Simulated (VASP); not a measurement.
Set up this calculation in VASP 6.6.1, as the native input.

```
Task                   : single point
Functional             : PBE
Dispersion             : D3(BJ)
Potentials or basis    : VASP PAW PBE potentials, release 64 (O_h, C_h, S, H_h)
Cutoff                 : 1000 eV
k mesh                 : 1 × 1 × 1
Occupations            : fermi-dirac, width 0.05 eV
Spin                   : no spin polarisation
Dipole correction      : no
Further INCAR settings : LREAL = Auto; ALGO = Normal; EDIFF = 1e-06; NBANDS = 75
```

The structure of H24C7SO7 lies in POSCAR:

```
H24C7SO7
1.0
    8.5748860000      0.0000000000      0.0000000000
    0.0000000000      8.5748860000      0.0000000000
    0.0000000000      0.0000000000      8.5748860000
O C S H
7 7 1 24
Direct
    0.2700560684      1.0875713100      0.2942779647
    0.9418317631      0.6055823949      0.9652373221
    0.8438013053      0.4509331086      0.4880647976
    0.3256603062      0.6674257827      0.9682227845
    0.4879481780      0.4910619220      0.1956527469
    0.7516484767      0.6281482926      0.2071397801
    0.1282466029      0.3605762222      1.0636876105
    0.3245757436      1.0012844486      0.3837018941
    0.9396859620      0.7426221177      0.8738891689
    1.0029521092      0.4179064305      0.5016043362
    0.3891247067      0.8162907355      0.9853542076
    0.4322856304      0.4502917007      0.3522379190
    0.7955324421      0.7723484604      0.2738462062
    0.0580998978      0.2285278195      0.9869985444
    0.3764131675      0.8657724429      0.4951086230
    0.8299119079      0.7340855610      0.8003838185
    1.0503929732      0.5794945845      0.9827186041
    0.9237907070      0.8538539171      0.9391495117
    1.0369467303      0.7367328265      0.7877305891
    1.0649587645      0.5283102306      0.5258962043
    0.8127571609      0.4338599953      0.3789787993
    1.0208532218      0.3340802432      0.5966260076
    1.0556991661      0.3594916597      0.3933813231
    0.4756331454      0.8311480759      0.8887231854
    0.3730895081      0.5988651044      1.0557108281
    0.2988844400      0.9066009741      0.9843162930
    0.4580702297      0.8353347205      1.0952915292
    0.3201208739      0.3918419440      0.3365059314
    0.5887308589      0.5482521867      0.2085275536
    0.5144908049      0.3771245472      0.4152358410
    0.4110491965      0.5566954476      0.4187694157
    0.7988677634      0.7602083573      0.4002852050
    0.8160574963      0.6089293782      0.1082813229
    0.9091666058      0.8034159288      0.2306036488
    0.7180736863      0.8688278771      0.2361780670
   -0.0643856956      0.2676770280      0.9636396332
    0.2382655583      0.3493807381      1.0369234063
    0.1134942202      0.2036178673      0.8755568296
    0.0482688633      0.1175875691      1.0533667736
```

These files were run (other wordings do the same):

INCAR

```
PREC     = Accurate       # precision mode
ENCUT    = 1000           # plane-wave cutoff, eV
EDIFF    = 1E-6           # SCF threshold, eV
ISMEAR   = -1             # smearing method
SIGMA    = 0.05           # smearing width, eV
LREAL    = Auto         
LASPH    = T              # aspherical terms in the spheres
NELM     = 120            # most SCF steps
ALGO     = Normal         # electronic algorithm
ISIF     = 2              # what is computed and relaxed
LWAVE    = F              # write WAVECAR
LCHARG   = F              # write CHGCAR
GGA      = PE             # functional
IVDW     = 12             # dispersion correction
NBANDS   = 75             # bands
GGA_COMPAT= F
```

KPOINTS

```
regular mesh
0
Gamma
  1 1 1
```

Potentials or basis: VASP PAW PBE potentials, release 64 (O_h, C_h, S, H_h).

Launch:

```console
$ cat potpaw_PBE.64/O_h/POTCAR potpaw_PBE.64/C_h/POTCAR potpaw_PBE.64/S/POTCAR potpaw_PBE.64/H_h/POTCAR > POTCAR
$ mpirun -np 1 vasp_gam > vasp.out
```

Results of the run:

```yaml
Pressure: -0.4 GPa
Largest_force: 2.445 eV/Å
Band_gap_on_the_k_mesh: 3.58 eV
Dispersion_energy_per_atom: -0.030 eV
```

Caveat: the k points lie up to 0.73 Å⁻¹ apart; the atoms stand as in a frame of molecular dynamics.

Run time: 4.4 min on 1 thread of Intel(R) Xeon(R) Platinum 8259CL CPU @ 2.50GHz (Skylake/Cascade Lake), on a shared host, peak memory 1.2 GiB.
